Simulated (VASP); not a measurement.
Here is a VASP 6.6.1 calculation.

File INCAR:

```
  PREC = Accurate
  ENCUT = 600
  EDIFF = 1E-6
  ISMEAR = 0
  SIGMA = 0.1
  LREAL = False
  LASPH = True
  NELM = 100
  ALGO = Normal
  ISIF = 3
  LWAVE = False
  LCHARG = False
  GGA = PE
  IBRION = 2
  NSW = 90
  EDIFFG = -0.04
```

KPOINTS

```
regular mesh
0
Gamma
  6 6 2
```

POSCAR

```
ScTa3F
1.0
    3.3581175193      0.0000000000      0.0000000000
    0.0000000000      3.3581175193      0.0000000000
    0.0000000000      0.0000000000      7.4935573108
Sc Ta F
1 3 1
Direct
    0.0000000000      0.0000000000      0.5000000000
    0.5000000000      0.5000000000      0.1968311508
    0.5000000000      0.5000000000      0.8031688492
    0.0000000000      0.0000000000      0.0000000000
    0.5000000000      0.5000000000      0.5000000000
```

Potentials or basis: VASP PAW PBE potentials, release 64 (Sc_sv, Ta_pv, F).

Run with:

```bash
$ cat potpaw_PBE.64/Sc_sv/POTCAR potpaw_PBE.64/Ta_pv/POTCAR potpaw_PBE.64/F/POTCAR > POTCAR
$ mpirun -np 1 vasp_std > vasp.out
```

(1) Predict the relaxed cell.

(2) Estimate the band gap on the k mesh.

## Answers

(1) a = 3.330 Å, b = 3.330 Å, c = 7.601 Å, α = 90.00°, β = 90.00°, γ = 90.00°.

(2) zero (an odd number of electrons rules out a gap without spin polarisation).

Caveat: spin-orbit coupling is left out, which moves the levels of the heavy elements.
